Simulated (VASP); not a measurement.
Input of a VASP 6.6.1 run:

File INCAR:

```
SYSTEM = HfGe
PREC = Accurate ; ENCUT = 520
EDIFF = 1E-6 ; ISMEAR = -1
SIGMA = 0.05 ; LREAL = .False.
LASPH = .True. ; NELM = 60
ALGO = Normal ; ISIF = 2
LWAVE = .False. ; LCHARG = .True.
GGA = PE ; LELF = .True.
LVHAR = .True. ; NBANDS = 19
```

File KPOINTS:

```
Automatic mesh
0
Gamma
  8 8 7
  0 0 0
```

POSCAR

```
HfGe
1.0
    3.1539400883      0.0000000000      0.0000000000
    0.0000000000      3.1539400883      0.0000000000
    0.0000000000      0.0000000000      4.0245587036
Hf Ge
1 1
Direct
    0.5000000000      0.5000000000      0.0000000000
    0.0000000000      0.0000000000      0.0000000000
```

Potentials or basis: VASP PAW PBE potentials, release 64 (Hf_pv, Ge_d).

Run with:

```console
$ cat potpaw_PBE.64/Hf_pv/POTCAR potpaw_PBE.64/Ge_d/POTCAR > POTCAR
$ mpirun -np 1 vasp_std > vasp.out
```

**Question.** Estimate the band gap on the k mesh.

**Answer.** Zero (band 12 reaches 7.79 eV, above the bottom of band 13 at 4.33 eV).

**Question.** What does it give for the pressure?

**Answer.** 77.8 GPa.

Stress tensor (GPa, compression positive):
```
117.77   0.00   0.00
  0.00 117.77   0.00
  0.00   0.00  -2.19
```

Caveat: spin-orbit coupling is left out, which moves the levels of the heavy elements.
